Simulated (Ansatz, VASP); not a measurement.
**Two plane-wave programs on LiF**

Contents of POSCAR:

```
LiF
1.0
    0.0000000000      2.0592942210      2.0592942210
    2.0592942210      0.0000000000      2.0592942210
    2.0592942210      2.0592942210      0.0000000000
Li F
1 1
Direct
    0.0000000000      0.0000000000      0.0000000000
    0.5000000000      0.5000000000      0.5000000000
```

The input INCAR.step1:

```
  PREC = Accurate
  ENCUT = 910
  ISMEAR = 0
  SIGMA = 0.02
  LREAL = False
  LASPH = True
  NELM = 120
  NBANDS = 12
  GGA = PE
  ALGO = Normal
  EDIFF = 1E-5
  LWAVE = True
  LCHARG = False
  GGA_COMPAT = False
```

The input INCAR.step2:

```
  PREC = Accurate
  ENCUT = 910
  EDIFF = 1E-6
  ISMEAR = 0
  SIGMA = 0.02
  LREAL = False
  LASPH = True
  NELM = 120
  ALGO = Normal
  ISIF = 2
  LWAVE = False
  LCHARG = True
  METAGGA = R2SCAN
  LMIXTAU = True
  LELF = True
  LVHAR = True
  NBANDS = 12
  ISTART = 1
  GGA_COMPAT = False
```

File KPOINTS:

```
regular mesh
0
Gamma
  10 10 10
```

Input for Ansatz:

```yaml
crystal:
  lattice:
    - [0.0, 2.0592942218, 2.0592942218]
    - [2.0592942218, 0.0, 2.0592942218]
    - [2.0592942218, 2.0592942218, 0.0]
  atoms:
    - { symbol: Li, position: [0.0, 0.0, 0.0] }
    - { symbol: F, position: [0.5, 0.5, 0.5] }
basis:
  ecutwfc: 500
kpoints:
  mp_grid: { grid: [10, 10, 10] }
hamiltonian:
  xc: r2scan
scf:
  occupations: { method: gaussian, width: 0.02 }
output:
  forces: true
  stress: true
  eigenvalues: true
```

Alike in both runs: task single point; functional r2SCAN; k mesh 10 × 10 × 10; occupations gaussian, width 0.02 eV; no spin polarisation.

|  | VASP | Ansatz |
| --- | --- | --- |
| version | VASP 6.6.1 | Ansatz 0.2.0 |
| potentials or method | VASP PAW PBE potentials, release 64 (Li_sv, F_h), cutoff 910 eV | scalar-relativistic, plane waves, PAW |
| valence electrons in the cell | 10 | 10 |

VASP gave:

| Item | Value |
| --- | --- |
| gap on the k mesh at the Fermi level (eV) | 9.64 |
| least direct gap on the mesh (eV) | 9.64 |

Question: Which values does Ansatz return?

Answer: gap on the k mesh at the Fermi level (eV): 9.47; least direct gap on the mesh (eV): 9.47.

VASP's potentials were made for PBE, not for r2SCAN.

Noted on VASP's run: the cutoff is short for stress, so the pressure is rough.
